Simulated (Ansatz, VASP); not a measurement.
**MgI2 in VASP and in Ansatz**

```xyz
3
Lattice="0.0000 3.6968 3.6968 3.6968 0.0000 3.6968 3.6968 3.6968 0.0000" Properties=species:S:1:pos:R:3 pbc="T T T"
Mg    0.0000    0.0000    0.0000
I     1.8484    1.8484    1.8484
I     5.5451    5.5451    5.5451
```

Change from the starting cell: hydrostatic strain -1.6%.

Alike in both runs: task single point; functional r2SCAN; k mesh 6 × 6 × 6; no spin polarisation.

|  | VASP | Ansatz |
| --- | --- | --- |
| version | VASP 6.6.1 | Ansatz 0.2.0 |
| potentials or method | VASP PAW PBE potentials, release 64 (Mg, I) | plane waves, PAW |
| plane-wave cutoff (eV) | 520 | 500 |
| occupations | gaussian, width 0.01 eV | fixed |
| valence electrons in the cell | 16 | 44 |

```tsv
	VASP	Ansatz	Ansatz less VASP
gap on the k mesh at the Fermi level (eV)	1.37	1.40	+0.030
pressure (GPa)	1.5	1.6	+0.10
```

VASP's potentials were made for PBE, not for r2SCAN. VASP's potentials hold 16 valence electrons a cell and Ansatz's 44, so a difference there can come from the potentials and not from the codes.

Spin-orbit coupling is off throughout.
